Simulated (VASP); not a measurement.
# ZnS (P6_3/mmc) in VASP: relaxation of cell and atoms with PBE

Aim: the relaxation of cell and atoms of ZnS with PBE.

Program: VASP 6.6.1. These are calculated values, not measurements. Logs are shortened: lines on timing, memory, paths and dates and some standing lists are left out, and cuts for length are marked.

## 1. The cell of the first run

Symmetry: P6_3/mmc, No. 194, hexagonal system. The conventional cell has a = 3.783 Å, b = 3.783 Å, c = 4.729 Å, α = 90.00°, β = 90.00°, γ = 120.00°. Within 2.9 Å of Zn (site symmetry -6m2) lie 5 S at 2.18 to 2.36 Å. Within 2.9 Å of S (site symmetry -6m2) lie 5 Zn at 2.18 to 2.36 Å.

## 2. Relaxation of cell and atoms, PBE

File INCAR:

```
PREC = Accurate ; ENCUT = 600
EDIFF = 1E-6 ; ISMEAR = -1
SIGMA = 0.02 ; LREAL = False
LASPH = True ; NELM = 80
ALGO = Normal ; ISIF = 3
LWAVE = False ; LCHARG = False
GGA = PE ; IBRION = 2
NSW = 80 ; EDIFFG = -0.005
```

File KPOINTS:

```
Automatic mesh
0
Gamma
  12 12 6
```

File POSCAR:

```
ZnS
1.0
    3.7833745762      0.0000000000      0.0000000000
   -1.8916872881      3.2764984950      0.0000000000
    0.0000000000      0.0000000000      4.7289669000
Zn S
2 2
Direct
    0.3333333333      0.6666666667      0.2500000000
    0.6666666667      0.3333333333      0.7500000000
    0.6666666667      0.3333333333      0.2500000000
    0.3333333333      0.6666666667      0.7500000000
```

Potentials or basis: VASP PAW PBE potentials, release 64 (Zn, S).

The run is started by

```sh
> cat potpaw_PBE.64/Zn/POTCAR potpaw_PBE.64/S/POTCAR > POTCAR
> mpirun -np 1 vasp_std > vasp.out
```

OUTCAR:

```text
PREC = Accurate
   ENCUT = 600
   EDIFF = 1E-6
   ISMEAR = -1
   LREAL = False
   LASPH = True
   NELM = 80
   ISIF = 3
   GGA = PE
   IBRION = 2
   NSW = 80
   EDIFFG = -0.005

 ion  position               nearest neighbor table
   1  0.333  0.667  0.250-   3 2.18   3 2.18   3 2.18   4 2.36   4 2.36
   2  0.667  0.333  0.750-   4 2.18   4 2.18   4 2.18   3 2.36   3 2.36
   3  0.667  0.333  0.250-   1 2.18   1 2.18   1 2.18   2 2.36   2 2.36
   4  0.333  0.667  0.750-   2 2.18   2 2.18   2 2.18   1 2.36   1 2.36

  LATTYP: Found a hexagonal cell.
 ALAT       =     3.7833745762
 C/A-ratio  =     1.2499335725

  Lattice vectors:

 A1 = (   3.7833745762,   0.0000000000,   0.0000000000)
 A2 = (  -1.8916872881,   3.2764984950,   0.0000000000)
 A3 = (   0.0000000000,   0.0000000000,   4.7289669000)

Analysis of symmetry for initial positions (statically):
=====================================================================
 Subroutine PRICEL returns:
 Original cell was already a primitive cell.

 Routine SETGRP: Setting up the symmetry group for a
 hexagonal supercell.

 Subroutine GETGRP returns: Found 24 space group operations
 (whereof 12 operations were pure point group operations)
 out of a pool of 24 trial point group operations.

The static configuration has the point symmetry D_3d.
 The point group associated with its full space group is D_6h.

Analysis of symmetry for dynamics (positions and initial velocities):
=====================================================================
 Subroutine PRICEL returns:
 Original cell was already a primitive cell.

 Routine SETGRP: Setting up the symmetry group for a
 hexagonal supercell.

 Subroutine GETGRP returns: Found 24 space group operations
 (whereof 12 operations were pure point group operations)
 out of a pool of 24 trial point group operations.

The dynamic configuration has the point symmetry D_3d.
 The point group associated with its full space group is D_6h.

 Subroutine INISYM returns: Found 24 space group operations
 (whereof 12 operations are pure point group operations),
 and found     1 'primitive' translations

----------------------------------------------------------------------------------------

                                     Primitive cell

  volume of cell :      58.6213

  direct lattice vectors                    reciprocal lattice vectors
     3.783374576  0.000000000  0.000000000     0.264314299  0.152601932  0.000000000
    -1.891687288  3.276498495  0.000000000     0.000000000  0.305203864  0.000000000
     0.000000000  0.000000000  4.728966900     0.000000000  0.000000000  0.211462677

  length of vectors
     3.783374576  3.783374576  4.728966900     0.305203864  0.305203864  0.211462677

  position of ions in fractional coordinates (direct lattice)
     0.333333333  0.666666667  0.250000000
     0.666666667  0.333333333  0.750000000
     0.666666667  0.333333333  0.250000000
     0.333333333  0.666666667  0.750000000

  ion indices of the primitive-cell ions
   primitive index   ion index
                 1           1
                 2           2
                 3           3
                 4           4

----------------------------------------------------------------------------------------

 KPOINTS: Automatic mesh

Automatic generation of k-mesh.
 Grid dimensions read from file:
 generate k-points for:   12   12    6

 Generating k-lattice:

  Cartesian coordinates                     Fractional coordinates (reciprocal lattice)
     0.022026192  0.012716828  0.000000000     0.083333333  0.000000000  0.000000000
     0.000000000  0.025433655  0.000000000     0.000000000  0.083333333  0.000000000
     0.000000000  0.000000000  0.035243779     0.000000000  0.000000000  0.166666667

  Length of vectors
     0.025433655  0.025433655  0.035243779

  Shift w.r.t. Gamma in fractional coordinates (k-lattice)
     0.000000000  0.000000000  0.000000000

 Subroutine IBZKPT returns following result:
 ===========================================

 Found     76 irreducible k-points:

 Following reciprocal coordinates:
            Coordinates               Weight
  0.000000  0.000000  0.000000      1.000000
  0.083333  0.000000  0.000000      6.000000
  0.166667  0.000000  0.000000      6.000000
  0.250000  0.000000  0.000000      6.000000
  0.333333  0.000000  0.000000      6.000000
  0.416667  0.000000  0.000000      6.000000
[... 16 lines left out ...]
  0.250000  0.000000  0.166667     12.000000
  0.333333  0.000000  0.166667     12.000000
 [... further k-points ...]
   k-points           NKPTS =     76   k-points in BZ     NKDIM =     76   number of bands    NBANDS=     22
   number of dos      NEDOS =    301   number of ions     NIONS =      4
   total plane-waves  NPLWV =  36000
   dimension x,y,z NGX =    30 NGY =   30 NGZ =   40
   dimension x,y,z NGXF=    60 NGYF=   60 NGZF=   80
   ions per type =               2   2
   NGX,Y,Z   is equivalent  to a cutoff of  13.18, 13.18, 14.06 a.u.
   NGXF,Y,Z  is equivalent  to a cutoff of  26.36, 26.36, 28.12 a.u.
 SYSTEM =  unknown system
   PREC   = accura    normal or accurate (medium, high low for compatibility)
   ISTART =      0    job   : 0-new  1-cont  2-samecut
   ICHARG =      2    charge: 1-file 2-atom 10-const
   ISPIN  =      1    spin polarized calculation?
   LNONCOLLINEAR =      F non collinear calculations
   LSORBIT =      F    spin-orbit coupling
   LASPH  =      T    aspherical Exc in radial PAW
   ENCUT  =  600.0 eV  44.10 Ry    6.64 a.u.   7.56  7.56  9.44*2*pi/ulx,y,z
   NELM   =     80;   NELMIN=  2; NELMDL= -5     # of ELM steps
   EDIFF  = 0.1E-05   stopping-criterion for ELM
   LREAL  =      F    real-space projection
   EDIFFG = -.5E-02   stopping-criterion for IOM
   NSW    =     80    number of steps for IOM
   IBRION =      2    ionic relax: 0-MD 1-quasi-New 2-CG
   NFREE  =      1    steps in history (QN), initial steepest desc. (CG)
   ISIF   =      3    stress and relaxation
   ISYM   =      2    0-nonsym 1-usesym 2-fastsym
   POTIM  = 0.5000    time-step for ionic-motion
   TEBEG  =    0.0;   TEEND  =   0.0 temperature during run
   PSTRESS=    0.0 pullay stress
   NELECT =      36.0000    total number of electrons
   NUPDOWN=      -1.0000    fix difference up-down
   EMIN   =  10.00;   EMAX   =-10.00  energy-range for DOS
   EFERMI =   0.00;   METHOD = LEGACY
   ISMEAR =    -1;   SIGMA  =   0.02  broadening in eV -4-tet -1-fermi 0-gaus
   EFERMI_NEDOS =   21; number of points for ismear=-14 and -15
   IALGO  =     38    algorithm
   IMIX   =      4    mixing-type and parameters
     AMIX     =   0.40;   BMIX     =  1.00
     AMIX_MAG =   1.60;   BMIX_MAG =  1.00
  volume/ion in A,a.u.               =      14.66        98.90
  Fermi-wavevector in a.u.,A,eV,Ry     =   1.391523  2.629598 26.345464  1.936337
  Thomas-Fermi vector in A             =   2.515354
   LORBIT       =      0    0 simple, 1 ext, 2 COOP (PROOUT), +10 PAW based schemes
   GGA     = PE    functional components
   LHFCALC =     F    Hartree Fock is set to
   AEXX    =    0.0000 exact exchange contribution
   IVDW    =     0    specifies the selected vdW correction
   LEPSILON=     F    determine dielectric tensor
   LRPA    =     F    only Hartree local field effects (RPA)
 conjugate gradient relaxation of ions
 non-spin polarized calculation
  energy-cutoff  :      600.00
  volume of cell :       58.62
 maximum number of plane-waves:      1978
   NGX = 15   NGY = 15   NGZ = 19

--------------------------------------- Ionic step        1  -------------------------------------------

 number of electron      36.0000011 magnetization

 Free energy of the ion-electron system (eV)
  ---------------------------------------------------
  ext. energy  EPLUGINS =         0.00000000
  ---------------------------------------------------
  free energy    TOTEN  =       -10.90362826 eV

  energy without entropy =      -10.90359874  energy(sigma->0) =      -10.90361350

 E-fermi :   5.7684     XC(G=0): -11.1049

 val. band max:        5.6873809193   @ k =   0.3333   0.3333   0.5000
 cond. band min:       5.8196190510   @ k =   0.0000   0.0000   0.0000
 fundamental gap:      0.1322381318
 Fermi energy:         5.7684185245

 k-point     1 :       0.0000    0.0000    0.0000
  band No.  band energies     occupation
      1     -10.2151      2.00000
      2      -7.5778      2.00000
      3      -2.4187      2.00000
      4      -2.4187      2.00000
      5      -2.2790      2.00000
      6      -2.2790      2.00000
[... 574 lines left out ...]
      6      -2.0432      2.00000
[... 14 lines left out ...]
     21      11.8309      0.00000
     22      12.8014      0.00000

 [... further k-points ...]

------------------------ aborting loop because EDIFF is reached ----------------------------------------

  FORCE on cell =-STRESS in cart. coord.  units (eV):
  Direction    XX          YY          ZZ          XY          YZ          ZX
  --------------------------------------------------------------------------------------
  -------------------------------------------------------------------------------------
  Total       13.1009092     13.1009092     17.9095190      0.0000000      0.0000000     -0.0000000
  in kB      358.0605128    358.0605128    489.4844692      0.0000000      0.0000000     -0.0000000
  external PRESSURE =     401.8684983 kB  Pullay stress =       0.0000000 kB
[... 95 lines left out ...]
  FREE ENERGIE OF THE ION-ELECTRON SYSTEM (eV)
  ---------------------------------------------------
  free  energy   TOTEN  =       -12.8875735707 eV

  energy  without entropy=      -12.8875735389  energy(sigma->0) =      -12.88757355

[... ionic steps 4 to 9 ...]

--------------------------------------- Ionic step       10  -------------------------------------------

 number of electron      35.9999943 magnetization

------------------------ aborting loop because EDIFF is reached ----------------------------------------

  FORCE on cell =-STRESS in cart. coord.  units (eV):
  Direction    XX          YY          ZZ          XY          YZ          ZX
  --------------------------------------------------------------------------------------
  -------------------------------------------------------------------------------------
  Total       -0.1022841     -0.1022841     -0.0037017      0.0000000     -0.0000000      0.0000000
  in kB       -1.9996649     -1.9996649     -0.0723690      0.0000000     -0.0000000      0.0000000
  external PRESSURE =      -1.3572330 kB  Pullay stress =       0.0000000 kB
[... 61 lines left out ...]
  energy  without entropy=      -13.0224777641  energy(sigma->0) =      -13.02247776

--------------------------------------- Ionic step       12  -------------------------------------------

 number of electron      35.9999939 magnetization

 Free energy of the ion-electron system (eV)
  ---------------------------------------------------
  ext. energy  EPLUGINS =         0.00000000
  ---------------------------------------------------
  free energy    TOTEN  =       -13.02248108 eV

  energy without entropy =      -13.02248108  energy(sigma->0) =      -13.02248108

 E-fermi :   2.3738     XC(G=0):  -9.4582

 val. band max:        1.9535885830   @ k =   0.0000   0.0000   0.0000
 cond. band min:       3.3457443802   @ k =   0.0000   0.0000   0.0000
 fundamental gap:      1.3921557972
 Fermi energy:         2.3737760490

 k-point     1 :       0.0000    0.0000    0.0000
  band No.  band energies     occupation
      1     -11.1133      2.00000
      2     -10.1792      2.00000
      3      -4.6901      2.00000
      4      -4.6901      2.00000
      5      -4.6635      2.00000
      6      -4.6635      2.00000
[... 574 lines left out ...]
      6      -4.4410      2.00000
[... 14 lines left out ...]
     21       7.7513      0.00000
     22       8.4604      0.00000

 [... further k-points ...]

------------------------ aborting loop because EDIFF is reached ----------------------------------------

  FORCE on cell =-STRESS in cart. coord.  units (eV):
  Direction    XX          YY          ZZ          XY          YZ          ZX
  --------------------------------------------------------------------------------------
  -------------------------------------------------------------------------------------
  Total       -0.0162815     -0.0162815     -0.0149023     -0.0000000     -0.0000000      0.0000000
  in kB       -0.3181221     -0.3181221     -0.2911752     -0.0000000     -0.0000000      0.0000000
  external PRESSURE =      -0.3091398 kB  Pullay stress =       0.0000000 kB
[... 19 lines left out ...]
  FREE ENERGIE OF THE ION-ELECTRON SYSTEM (eV)
  ---------------------------------------------------
  free  energy   TOTEN  =       -13.0224810795 eV

  energy  without entropy=      -13.0224810795  energy(sigma->0) =      -13.02248108

 reached required accuracy - stopping structural energy minimisation
```

Run time: 20 min. Hardware: 1 thread of Intel Xeon Platinum 8175M at 2.50GHz (Skylake/Cascade Lake), shared host; peak memory 0.26 GiB.

Results:

| Item | Value |
| --- | --- |
| Free energy | -13.0225 eV |
| Relaxed volume | 20.50 Å³/atom |
| Relaxed cell | a = 3.983 Å, b = 3.983 Å, c = 5.970 Å, α = 90.00°, β = 90.00°, γ = 120.00° |
| Space group after relaxing (to 0.1 Å) | P6_3/mmc (No. 194) |
| Energy gained by relaxing | 529.7 meV/atom |
| Ionic steps | 12 |
| Pressure after relaxing | 0.0 GPa |
| Band gap on the k mesh | 1.39 eV |

Step by step:
| step | energy change (eV) | largest force (eV/Å) | pressure (GPa) | volume (Å³) |
| --- | --- | --- | --- | --- |
| 1 | 0.0000 | 0.0000 | 40.19 | 58.62 |
| 2 | -1.4419 | 0.0000 | -9.10 | 95.59 |
| 3 | -1.9839 | 0.0000 | -0.17 | 78.74 |
| 4 | -1.9839 | 0.0000 | -0.60 | 79.19 |
| 5 | -2.0416 | 0.0000 | -0.12 | 78.94 |
| 6 | -2.0907 | 0.0000 | 2.85 | 77.97 |
| 7 | -2.0963 | 0.0000 | 1.98 | 78.24 |
| 8 | -2.1167 | 0.0000 | -0.32 | 81.68 |
| 9 | -2.1166 | 0.0000 | -0.42 | 81.77 |
| 10 | -2.1187 | 0.0000 | -0.14 | 81.95 |
| 11 | -2.1188 | 0.0000 | -0.04 | 82.01 |
| 12 | -2.1189 | 0.0000 | -0.03 | 82.00 |

Final structure:
```xyz
4
Lattice="3.9825 0.0000 0.0000 -1.9913 3.4490 0.0000 0.0000 0.0000 5.9698" Properties=species:S:1:pos:R:3 pbc="T T T"
Zn    0.0000    2.2993    1.4925
Zn    1.9913    1.1497    4.4774
S     1.9913    1.1497    1.4925
S     0.0000    2.2993    4.4774
```

Caveat: the volume moved by over 15 % at a fixed basis, so the end points are rough.
